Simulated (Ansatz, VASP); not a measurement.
## Be in VASP and in Ansatz

Contents of INCAR:

```
SYSTEM = Be
  ALGO = Fast
  EDIFF = 1E-6
  ENCUT = 520
  GGA = PE
  ISIF = 2
  ISMEAR = 0
  LASPH = .TRUE.
  LCHARG = .TRUE.
  LELF = .TRUE.
  LREAL = .FALSE.
  LVHAR = .TRUE.
  LWAVE = .FALSE.
  NBANDS = 7
  NELM = 80
  PREC = Accurate
  SIGMA = 0.1
```

File KPOINTS:

```
k-points
0
G
  16 16 16
  0 0 0
```

Contents of POSCAR:

```
Be
1.0
    2.4993748902      0.0000000000      0.0000000000
    0.0000000000      2.4993748902      0.0000000000
    0.0000000000      0.0000000000      2.4993748902
Be
1
Direct
    0.0000000000      0.0000000000      0.0000000000
```

Input for Ansatz:

```yaml
crystal:
  lattice:
    - [2.4993748902, 0.0, 0.0]
    - [0.0, 2.4993748902, 0.0]
    - [0.0, 0.0, 2.4993748902]
  atoms:
    - { symbol: Be, position: [0.0, 0.0, 0.0] }
basis:
  ecutwfc: 420
kpoints:
  mp_grid: { grid: [16, 16, 16] }
hamiltonian:
  xc: pbe
scf:
  occupations: { method: gaussian, width: 0.1 }
output:
  forces: true
  stress: true
  eigenvalues: true
```

Alike in both runs: task single point; functional PBE; k mesh 16 × 16 × 16; occupations gaussian, width 0.1 eV; no spin polarisation.

|  | VASP | Ansatz |
| --- | --- | --- |
| version | VASP 6.6.1 | Ansatz 0.2.0 |
| potentials or method | VASP PAW PBE potentials, release 64 (Be), cutoff 520 eV | scalar-relativistic, plane waves, PAW |
| valence electrons in the cell | 2 | 2 |

```tsv
	VASP	Ansatz	Ansatz less VASP
gap on the k mesh at the Fermi level (eV)	none	none	-
pressure (GPa)	-15.4	-15.4	-0.01
```

A gap of «none» marks a metal or a gap that the smearing closes. With one functional, cell and mesh, what is left measures potentials, basis and numerics.
